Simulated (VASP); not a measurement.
# Mo2W (P-3m1) in VASP: further runs, part 2 of 3

VASP 6.6.1. The steps go on from the part before.

## 4. Relaxation of cell and atoms, PBE

This run uses another cell than the first one, of 17.77 Å³/atom, 1.119 times its volume.

Input file INCAR:

```
SYSTEM = Mo2W
PREC = Accurate
ENCUT = 600
EDIFF = 1E-7
ISMEAR = 0
SIGMA = 0.1
LREAL = .FALSE.
LASPH = .TRUE.
NELM = 80
ALGO = Normal
ISIF = 3
LWAVE = .FALSE.
LCHARG = .FALSE.
GGA = PE
IBRION = 2
NSW = 90
EDIFFG = -0.04
```

Input file KPOINTS:

```
regular mesh
0
G
  6 6 6
  0 0 0
```

Input file POSCAR:

```
Mo2W
1.0
    4.6496152700      0.0000000000      0.0000000000
   -2.3248076400      4.0266849400      0.0000000000
    0.0000000000      0.0000000000      2.8472962300
Mo W
2 1
Direct
    0.3333333300      0.6666666700      0.3333333300
    0.6666666700      0.3333333300      0.6666666700
    0.0000000000      0.0000000000      0.0000000000
```

Potentials or basis: VASP PAW PBE potentials, release 64 (Mo_sv, W_sv).

The run is started by

```
$ cat potpaw_PBE.64/Mo_sv/POTCAR potpaw_PBE.64/W_sv/POTCAR > POTCAR
$ mpirun -np 1 vasp_std > vasp.out
```

OUTCAR:

```text
SYSTEM = Mo2W
   PREC = Accurate
   ENCUT = 600
   EDIFF = 1E-7
   ISMEAR = 0
   LREAL = .FALSE.
   LASPH = .TRUE.
   NELM = 80
   ISIF = 3
   GGA = PE
   IBRION = 2
   NSW = 90
   EDIFFG = -0.04

 ion  position               nearest neighbor table
   1  0.333  0.667  0.333-   3 2.85   2 2.85   2 2.85   3 2.85   3 2.85   2 2.85   2 3.29   2 3.29
                             3 3.29   3 3.29   3 3.29   2 3.29
   2  0.667  0.333  0.667-   3 2.85   1 2.85   1 2.85   3 2.85   3 2.85   1 2.85   1 3.29   1 3.29
                             3 3.29   3 3.29   3 3.29   1 3.29
   3  0.000  0.000  0.000-   1 2.85   2 2.85   2 2.85   1 2.85   2 2.85   1 2.85   2 3.29   1 3.29
                             2 3.29   1 3.29   2 3.29   1 3.29

  LATTYP: Found a hexagonal cell.
 ALAT       =     4.6496152700
 C/A-ratio  =     0.6123724361

  Lattice vectors:

 A1 = (   4.6496152700,   0.0000000000,   0.0000000000)
 A2 = (  -2.3248076400,   4.0266849400,   0.0000000000)
 A3 = (   0.0000000000,   0.0000000000,   2.8472962300)

Analysis of symmetry for initial positions (statically):
=====================================================================
 Subroutine PRICEL returns:
 Original cell was already a primitive cell.
[... 183 lines left out ...]
  in kB     -233.4613865   -233.4613863   -249.1897653      0.0000003      0.0000000      0.0000000
  external PRESSURE =    -238.7041794 kB  Pullay stress =       0.0000000 kB
[... 92 lines left out ...]
  FREE ENERGIE OF THE ION-ELECTRON SYSTEM (eV)
  ---------------------------------------------------
  free  energy   TOTEN  =       -34.8625680401 eV

  energy  without entropy=      -34.8533286469  energy(sigma->0) =      -34.85794834

[... ionic steps 4 to 7 ...]

--------------------------------------- Ionic step        8  -------------------------------------------

 number of electron      41.9999999 magnetization

------------------------ aborting loop because EDIFF is reached ----------------------------------------
[... 69 lines left out ...]
--------------------------------------- Ionic step       10  -------------------------------------------

 number of electron      41.9999999 magnetization

 Free energy of the ion-electron system (eV)
  ---------------------------------------------------
  ext. energy  EPLUGINS =         0.00000000
  ---------------------------------------------------
  free energy    TOTEN  =       -34.87157204 eV

  energy without entropy =      -34.86313675  energy(sigma->0) =      -34.86735440

 E-fermi :  12.0314     XC(G=0): -13.4040

 val. band max:       11.9509627418   @ k =   0.3333  -0.0000   0.3333
 cond. band min:      12.0588295770   @ k =   0.1667   0.1667   0.3333
 fundamental gap:      0.1078668353
 Fermi energy:        12.0314385939

 k-point     1 :       0.0000    0.0000    0.0000
  band No.  band energies     occupation
      1     -62.0432      2.00000
      2     -49.1805      2.00000
      3     -48.9961      2.00000
      4     -26.3374      2.00000
      5     -26.3374      2.00000
      6     -25.7839      2.00000
[... 661 lines left out ...]
     24      13.9975      0.00000
     25      14.3567      0.00000

 [... further k-points ...]
[... 5 lines left out ...]
  --------------------------------------------------------------------------------------
  -------------------------------------------------------------------------------------
  Total       -0.0046696     -0.0046696      0.0359078      0.0000000      0.0000000      0.0000000
  in kB       -0.1568466     -0.1568466      1.2060997      0.0000000      0.0000000      0.0000000
  external PRESSURE =       0.2974688 kB  Pullay stress =       0.0000000 kB
[... 18 lines left out ...]
  FREE ENERGIE OF THE ION-ELECTRON SYSTEM (eV)
  ---------------------------------------------------
  free  energy   TOTEN  =       -34.8715720432 eV

  energy  without entropy=      -34.8631367505  energy(sigma->0) =      -34.86735440

 reached required accuracy - stopping structural energy minimisation
```

OSZICAR:

```text
N       E                     dE             d eps       ncg     rms          rms(c)
DAV:   1     0.525285121284E+03    0.52529E+03   -0.27139E+04  1700   0.202E+03
[... 102 lines left out ...]
DAV:   1    -0.348743519303E+02   -0.30165E-02   -0.80284E-02  1700   0.297E+00    0.601E-01
DAV:   2    -0.348718703921E+02    0.24815E-02   -0.72348E-03  1701   0.719E-01    0.119E-01
DAV:   3    -0.348716025410E+02    0.26785E-03   -0.16333E-03  2087   0.301E-01    0.865E-02
DAV:   4    -0.348715763684E+02    0.26173E-04   -0.31848E-04  2298   0.969E-02    0.701E-02
DAV:   5    -0.348715757256E+02    0.64277E-06   -0.87451E-05  2341   0.548E-02    0.149E-02
DAV:   6    -0.348715719806E+02    0.37450E-05   -0.34558E-05  2314   0.312E-02    0.243E-03
DAV:   7    -0.348715719581E+02    0.22525E-07   -0.12015E-06  1990   0.652E-03    0.405E-04
DAV:   8    -0.348715720432E+02   -0.85162E-07   -0.22245E-08  1020   0.120E-03
  10 F= -.34871572E+02 E0= -.34867354E+02  d E =-.188027E-03
```

CONTCAR:

```text
Mo2W
   1.00000000000000
     4.4893106762304171    0.0000000001982287   -0.0000000000000000
    -2.2446553427711526    3.8878570895226567    0.0000000000000000
    -0.0000000000000000   -0.0000000000000000    2.7329132537890066
  Mo              W
     2     1
Direct
     0.3333333300000021    0.6666666699999979    0.3344575669820756
     0.6666666699999979    0.3333333300000021    0.6655424330179243
     0.0000000000000000    0.0000000000000000    0.0000000000000000

  0.00000000E+00  0.00000000E+00  0.00000000E+00
  0.00000000E+00  0.00000000E+00  0.00000000E+00
  0.00000000E+00  0.00000000E+00  0.00000000E+00
```

Wall time 4.2 min (1 thread of AMD EPYC 9R45 (Zen 5), shared host); peak memory 0.2 GiB.

What came out:

- Free energy: -34.8716 eV
- Relaxed volume: 15.90 Å³/atom
- Relaxed cell: a = 4.489 Å, b = 4.489 Å, c = 2.733 Å, α = 90.00°, β = 90.00°, γ = 120.00°
- Space group after relaxing (to 0.05 Å): P-3m1 (No. 164)
- Energy gained by relaxing: 153.9 meV/atom
- Ionic steps: 10
- Pressure after relaxing: 0.0 GPa
- Largest force after relaxing: 0.018 eV/Å
- Band gap on the k mesh: zero (band 21 reaches 13.96 eV, above the bottom of band 22 at 10.75 eV)

Forces on the atoms (eV/Å):
```
Mo   0.000  0.000  0.018
Mo   0.000  0.000 -0.018
W    0.000  0.000  0.000
```

The path:
| step | energy change (eV) | largest force (eV/Å) | pressure (GPa) | volume (Å³) |
| --- | --- | --- | --- | --- |
| 1 | 0.0000 | 0.0198 | -23.87 | 53.31 |
| 2 | 4.1309 | 0.1661 | 153.22 | 35.38 |
| 3 | -0.4526 | 0.0532 | -3.85 | 48.40 |
| 4 | -0.4603 | 0.0560 | -1.24 | 47.92 |
| 5 | -0.4612 | 0.0573 | 0.02 | 47.70 |
| 6 | -0.4610 | 0.0566 | -0.60 | 47.81 |
| 7 | -0.4614 | 0.0259 | -0.56 | 47.80 |
| 8 | -0.4614 | 0.0215 | -0.55 | 47.80 |
| 9 | -0.4614 | 0.0136 | 0.68 | 47.59 |
| 10 | -0.4616 | 0.0177 | 0.03 | 47.70 |

Final structure:
```cif
data_structure
_symmetry_space_group_name_H-M 'P 1'
_symmetry_Int_Tables_number 1
_cell_length_a 4.4893
_cell_length_b 4.4893
_cell_length_c 2.7329
_cell_angle_alpha 90.000
_cell_angle_beta 90.000
_cell_angle_gamma 120.000
_cell_volume 47.70
loop_
_atom_site_label
_atom_site_type_symbol
_atom_site_fract_x
_atom_site_fract_y
_atom_site_fract_z
_atom_site_occupancy
Mo1 Mo 0.33333 0.66667 0.33446 1
Mo2 Mo 0.66667 0.33333 0.66554 1
W1 W 0.00000 0.00000 0.00000 1
```

Levels at points of the mesh, in eV from the Fermi level:
| k point | band 17 | band 18 | band 19 | band 20 | band 21 | band 22 | band 23 | band 24 | band 25 |
| --- | --- | --- | --- | --- | --- | --- | --- | --- | --- |
| (0.00, 0.00, 0.00) | -2.53 | -2.34 | -2.34 | -1.37 | -1.28 | -1.28 | 1.73 | 1.73 | 2.04 |
| (0.50, 0.00, 0.00) | -2.55 | -2.47 | -2.37 | -2.31 | 0.78 | 1.08 | 1.21 | 1.71 | 1.97 |
| (0.00, 0.00, 0.50) | -3.17 | -3.16 | -3.16 | -3.05 | 1.93 | 1.93 | 2.50 | 2.50 | 4.21 |
| (0.50, 0.00, 0.50) | -3.53 | -3.40 | -1.89 | -1.78 | 1.08 | 1.28 | 1.51 | 1.77 | 2.52 |

Caveat: the k points lie up to 0.38 Å⁻¹ apart in the final cell; spin-orbit coupling is left out, which moves the levels of the heavy elements.

## 5. Single point, PBE, collinear spin, ferromagnetic start

Input file INCAR:

```
SYSTEM = Mo2W
PREC = Accurate
ENCUT = 520
EDIFF = 1E-7
ISMEAR = 0
SIGMA = 0.1
LREAL = .FALSE.
LASPH = .TRUE.
NELM = 150
ALGO = Normal
ISIF = 2
LWAVE = .FALSE.
LCHARG = .TRUE.
ISPIN = 2
MAGMOM = 1 1 0
LORBIT = 11
LMAXMIX = 4
GGA = PE
LELF = .TRUE.
LVHAR = .TRUE.
NBANDS = 32
```

Input file KPOINTS:

```
Automatic mesh
0
G
  6 6 6
  0 0 0
```

Input file POSCAR:

```
Mo2W
1.0
    4.4857912507      0.0000000000      0.0000000000
   -2.2428956254      3.8848091792      0.0000000000
    0.0000000000      0.0000000000      2.7333198509
Mo W
2 1
Direct
    0.3333333333      0.6666666667      0.3347193522
    0.6666666667      0.3333333333      0.6652806478
    0.0000000000      0.0000000000      0.0000000000
```

Potentials or basis: VASP PAW PBE potentials, release 64 (Mo_sv, W_sv).

The run is started by

```
$ cat potpaw_PBE.64/Mo_sv/POTCAR potpaw_PBE.64/W_sv/POTCAR > POTCAR
$ mpirun -np 1 vasp_std > vasp.out
```

OUTCAR:

```text
SYSTEM = Mo2W
   PREC = Accurate
   ENCUT = 520
   EDIFF = 1E-7
   ISMEAR = 0
   LREAL = .FALSE.
   LASPH = .TRUE.
   NELM = 150
   ISIF = 2
   ISPIN = 2
   LORBIT = 11
   GGA = PE

 ion  position               nearest neighbor table
   1  0.333  0.667  0.335-   2 2.74   2 2.74   2 2.74   3 2.75   3 2.75   3 2.75   3 3.16   3 3.16
                             3 3.16   2 3.17   2 3.17   2 3.17
   2  0.667  0.333  0.665-   1 2.74   1 2.74   1 2.74   3 2.75   3 2.75   3 2.75   3 3.16   3 3.16
                             3 3.16   1 3.17   1 3.17   1 3.17
   3  0.000  0.000  0.000-   1 2.75   2 2.75   2 2.75   1 2.75   2 2.75   1 2.75   2 3.16   1 3.16
                             2 3.16   1 3.16   2 3.16   1 3.16

  LATTYP: Found a hexagonal cell.
 ALAT       =     4.4857912507
 C/A-ratio  =     0.6093283655

  Lattice vectors:

 A1 = (   4.4857912507,   0.0000000000,   0.0000000000)
 A2 = (  -2.2428956254,   3.8848091792,   0.0000000000)
 A3 = (   0.0000000000,   0.0000000000,   2.7333198509)

Analysis of symmetry for initial positions (statically):
=====================================================================
 Subroutine PRICEL returns:
 Original cell was already a primitive cell.

 Routine SETGRP: Setting up the symmetry group for a
 hexagonal supercell.

 Subroutine GETGRP returns: Found 12 space group operations
 (whereof 12 operations were pure point group operations)
 out of a pool of 24 trial point group operations.

The static configuration has the point symmetry D_3d.

Analysis of symmetry for dynamics (positions and initial velocities):
=====================================================================
 Subroutine PRICEL returns:
 Original cell was already a primitive cell.

 Routine SETGRP: Setting up the symmetry group for a
 hexagonal supercell.

 Subroutine GETGRP returns: Found 12 space group operations
 (whereof 12 operations were pure point group operations)
 out of a pool of 24 trial point group operations.

The dynamic configuration has the point symmetry D_3d.

Analysis of structural, dynamic, and magnetic symmetry:
=====================================================================
 Subroutine PRICEL returns:
 Original cell was already a primitive cell.

 Routine SETGRP: Setting up the symmetry group for a
 hexagonal supercell.

 Subroutine GETGRP returns: Found 12 space group operations
 (whereof 12 operations were pure point group operations)
 out of a pool of 24 trial point group operations.

The overall configuration has the point symmetry D_3d.

 Subroutine INISYM returns: Found 12 space group operations
 (whereof 12 operations are pure point group operations),
 and found     1 'primitive' translations

----------------------------------------------------------------------------------------

                                     Primitive cell

  volume of cell :      47.6320

  direct lattice vectors                    reciprocal lattice vectors
     4.485791251  0.000000000  0.000000000     0.222926111  0.128706450  0.000000000
    -2.242895625  3.884809179  0.000000000     0.000000000  0.257412901  0.000000000
     0.000000000  0.000000000  2.733319851     0.000000000  0.000000000  0.365855463

  length of vectors
     4.485791251  4.485791251  2.733319851     0.257412901  0.257412901  0.365855463

  position of ions in fractional coordinates (direct lattice)
     0.333333333  0.666666667  0.334719352
[... 74 lines left out ...]
   ISPIN  =      2    spin polarized calculation?
   LNONCOLLINEAR =      F non collinear calculations
   LSORBIT =      F    spin-orbit coupling
   LASPH  =      T    aspherical Exc in radial PAW
   ENCUT  =  520.0 eV  38.22 Ry    6.18 a.u.   8.34  8.34  5.08*2*pi/ulx,y,z
   NELM   =    150;   NELMIN=  2; NELMDL= -5     # of ELM steps
   EDIFF  = 0.1E-06   stopping-criterion for ELM
   LREAL  =      F    real-space projection
   EDIFFG = 0.1E-05   stopping-criterion for IOM
   NSW    =      0    number of steps for IOM
   IBRION =     -1    ionic relax: 0-MD 1-quasi-New 2-CG
   NFREE  =      0    steps in history (QN), initial steepest desc. (CG)
   ISIF   =      2    stress and relaxation
   ISYM   =      2    0-nonsym 1-usesym 2-fastsym
   POTIM  = 0.5000    time-step for ionic-motion
   TEBEG  =    0.0;   TEEND  =   0.0 temperature during run
   PSTRESS=    0.0 pullay stress
   NELECT =      42.0000    total number of electrons
   NUPDOWN=      -1.0000    fix difference up-down
   EMIN   =  10.00;   EMAX   =-10.00  energy-range for DOS
   EFERMI =   0.00;   METHOD = LEGACY
   ISMEAR =     0;   SIGMA  =   0.10  broadening in eV -4-tet -1-fermi 0-gaus
   EFERMI_NEDOS =   21; number of points for ismear=-14 and -15
   IALGO  =     38    algorithm
   IMIX   =      4    mixing-type and parameters
     AMIX     =   0.40;   BMIX     =  1.00
     AMIX_MAG =   1.60;   BMIX_MAG =  1.00
  volume/ion in A,a.u.               =      15.88       107.15
  Fermi-wavevector in a.u.,A,eV,Ry     =   1.569850  2.966587 33.530598  2.464429
  Thomas-Fermi vector in A             =   2.671671
   LORBIT       =     11    0 simple, 1 ext, 2 COOP (PROOUT), +10 PAW based schemes
   GGA     = PE    functional components
   LHFCALC =     F    Hartree Fock is set to
   AEXX    =    0.0000 exact exchange contribution
   IVDW    =     0    specifies the selected vdW correction
   LEPSILON=     F    determine dielectric tensor
   LRPA    =     F    only Hartree local field effects (RPA)
 spin polarized calculation
 Gauss-broadening in eV      SIGMA  =   0.10
  energy-cutoff  :      520.00
  volume of cell :       47.63
 maximum number of plane-waves:      1301
 NGX is ok and might be reduce to    36
   NGX = 17   NGY = 17   NGZ = 11

 number of electron      42.0000005 magnetization      -0.0000912

 number of electron      42.0000005 magnetization       0.0000258

 Free energy of the ion-electron system (eV)
  ---------------------------------------------------
  ext. energy  EPLUGINS =         0.00000000
  ---------------------------------------------------
  free energy    TOTEN  =       -34.86748120 eV

  energy without entropy =      -34.85922956  energy(sigma->0) =      -34.86335538

 E-fermi :  12.0566     XC(G=0): -13.4121

 val. band max:       11.9743572884   @ k =   0.3333   0.0000   0.3333
 cond. band min:      12.0831963306   @ k =   0.1667   0.1667   0.3333
 fundamental gap:      0.1088390422
 Fermi energy:        12.0566449366

 spin component 1

 k-point     1 :       0.0000    0.0000    0.0000
  band No.  band energies     occupation
      1     -62.0185      1.00000
      2     -49.1574      1.00000
      3     -48.9713      1.00000
      4     -26.3144      1.00000
      5     -26.3144      1.00000
      6     -25.7607      1.00000
[... 829 lines left out ...]
     31      21.7234      0.00000
     32      24.2103      0.00000

 [... further k-points ...]

 spin component 2

 k-point     1 :       0.0000    0.0000    0.0000
  band No.  band energies     occupation
      1     -62.0185      1.00000
      2     -49.1575      1.00000
      3     -48.9713      1.00000
      4     -26.3144      1.00000
      5     -26.3144      1.00000
      6     -25.7607      1.00000
[... 829 lines left out ...]
     31      21.7234      0.00000
     32      24.2103      0.00000

 [... further k-points ...]
[... 5 lines left out ...]
  --------------------------------------------------------------------------------------
  -------------------------------------------------------------------------------------
  Total        0.1386521      0.1386521      0.1002032     -0.0000000      0.0000000      0.0000000
  in kB        4.6637767      4.6637767      3.3704896     -0.0000000      0.0000000      0.0000000
  external PRESSURE =       4.2326810 kB  Pullay stress =       0.0000000 kB

 VOLUME and BASIS-vectors are now :
 -----------------------------------------------------------------------------
  energy-cutoff  :      520.00
  volume of cell :       47.63
      direct lattice vectors                 reciprocal lattice vectors
     4.485791251  0.000000000  0.000000000     0.222926111  0.128706450  0.000000000
    -2.242895625  3.884809179  0.000000000     0.000000000  0.257412901  0.000000000
     0.000000000  0.000000000  2.733319851     0.000000000  0.000000000  0.365855463

 POSITION                                       TOTAL-FORCE (eV/Angst)
 -----------------------------------------------------------------------------------
     -0.00000      2.58987      0.91490         0.000000     -0.000000      0.006791
      2.24290      1.29494      1.81842        -0.000000      0.000000     -0.006791
      0.00000      0.00000      0.00000         0.000000      0.000000      0.000000
 -----------------------------------------------------------------------------------
    total drift:                               -0.000000     -0.000000     -0.000000

  FREE ENERGIE OF THE ION-ELECTRON SYSTEM (eV)
  ---------------------------------------------------
  free  energy   TOTEN  =       -34.8674812045 eV

  energy  without entropy=      -34.8592295619  energy(sigma->0) =      -34.86335538

 total charge

# of ion       s       p       d       tot
------------------------------------------
    1        2.371   6.207   3.915  12.492
    2        2.371   6.207   3.915  12.492
    3        2.415   6.310   3.327  12.051
--------------------------------------------------
tot          7.156  18.723  11.157  37.036

 magnetization (x)

# of ion       s       p       d       tot
------------------------------------------
    1        0.000   0.000   0.000   0.000
    2        0.000   0.000   0.000   0.000
    3       -0.000  -0.000   0.000   0.000
--------------------------------------------------
tot          0.000   0.000   0.000   0.000
```

Run time: 70 s. Hardware: 1 thread of AMD EPYC 9R45 (Zen 5), shared host; peak memory 0.2 GiB.

Results:

```yaml
Free_energy: -34.8675 eV
Pressure: 0.4 GPa
Largest_force: 0.007 eV/Å
Band_gap_on_the_k_mesh: zero (filled and empty bands overlap)
Net_moment: 0.00 μB per cell
Valence_electrons_inside_the_program's_atomic_spheres: Mo 12.49; W 12.05
```

Forces in eV/Å, atoms in the order of the input:
```
Mo   0.000  0.000  0.007
Mo   0.000  0.000 -0.007
W    0.000  0.000  0.000
```

Caveat: the k points lie up to 0.38 Å⁻¹ apart; spin-orbit coupling is left out, which moves the levels of the heavy elements.

[end of part 2 of 3]
